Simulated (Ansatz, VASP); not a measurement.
**W in VASP and in Ansatz**

```xyz
2
Lattice="0.0000 2.8779 2.8779 2.8779 0.0000 2.8779 2.8779 2.8779 0.0000" Properties=species:S:1:pos:R:3 pbc="T T T"
W     0.0000    0.0000    0.0000
W     1.4390    1.4390    1.4390
```

Alike in both runs: functional PBEsol; k mesh 16 × 16 × 16; occupations gaussian, width 0.1 eV; no spin polarisation.

Ansatz relaxed the structure, and its values are those at the end. VASP's run is a single point on that final structure, the one shown.

```csv
,VASP,Ansatz
version,VASP 6.6.1,Ansatz 0.2.0
potentials or method,"VASP PAW PBE potentials, release 64 (W_sv), cutoff 520 eV","scalar-relativistic, plane waves, PAW"
valence electrons in the cell,28,28
```

Ansatz gave:

| Item | Value |
| --- | --- |
| gap on the k mesh at the Fermi level (eV) | none |
| pressure (GPa) | 0.0 |

**Question.** Estimate VASP's values.

**Answer.** gap on the k mesh at the Fermi level (eV): none; pressure (GPa): 0.7.

VASP's potentials were made for PBE, not for PBEsol. A gap of «none» marks a metal or a gap that the smearing closes. The functional is the same, so the differences come from potentials, cutoffs and numerics.

Neither program's run includes spin-orbit coupling.
